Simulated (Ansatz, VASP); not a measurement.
**One calculation of PbF2, two programs**

Contents of INCAR:

```
SYSTEM = PbF2
ALGO = Normal
EDIFF = 1E-6
ENCUT = 520
GGA = PE
ISIF = 2
ISMEAR = 0
LASPH = .True.
LCHARG = .False.
LREAL = .False.
LWAVE = .False.
NBANDS = 21
NELM = 80
PREC = Accurate
SIGMA = 0.05
```

The input KPOINTS:

```
k-points
0
Gamma
  8 8 8
  0 0 0
```

Contents of POSCAR:

```
PbF2
1.0
    0.0000000000      2.8510560000      2.8510560000
    2.8510560000      0.0000000000      2.8510560000
    2.8510560000      2.8510560000      0.0000000000
Pb F
1 2
Direct
    0.0000000000      0.0000000000      0.0000000000
    0.2500000000      0.2500000000      0.2500000000
    0.7500000000      0.7500000000      0.7500000000
```

Input for Ansatz:

```yaml
crystal:
  lattice:
    - [0.0, 2.851056, 2.851056]
    - [2.851056, 0.0, 2.851056]
    - [2.851056, 2.851056, 0.0]
  atoms:
    - { symbol: Pb, position: [0.0, 0.0, 0.0] }
    - { symbol: F, position: [0.25, 0.25, 0.25] }
    - { symbol: F, position: [0.75, 0.75, 0.75] }
basis:
  ecutwfc: 420
kpoints:
  mp_grid: { grid: [8, 8, 8] }
hamiltonian:
  xc: pbe
scf:
  occupations: { method: gaussian, width: 0.05 }
output:
  forces: true
  stress: true
  eigenvalues: true
  write_density: true
  write_potential: true
  elf: true
  volumetric_format: npy
```

Change from the starting cell: strain -0.040 along x and y, -0.040 along z, atoms carried along.

Alike in both runs: task single point; functional PBE; k mesh 8 × 8 × 8; occupations gaussian, width 0.05 eV; no spin polarisation.

|  | VASP | Ansatz |
| --- | --- | --- |
| version | VASP 6.6.1 | Ansatz 0.2.0 |
| potentials or method | VASP PAW PBE potentials, release 64 (Pb_d, F), cutoff 520 eV | scalar-relativistic, plane waves, PAW |
| valence electrons in the cell | 28 | 28 |

```tsv
	VASP	Ansatz	Ansatz less VASP
gap on the k mesh at the Fermi level (eV)	4.36	4.36	+0.003
least direct gap on the mesh (eV)	4.52	4.52	+0.002
pressure (GPa)	14.5	14.7	+0.21
```

Neither program's run includes spin-orbit coupling.
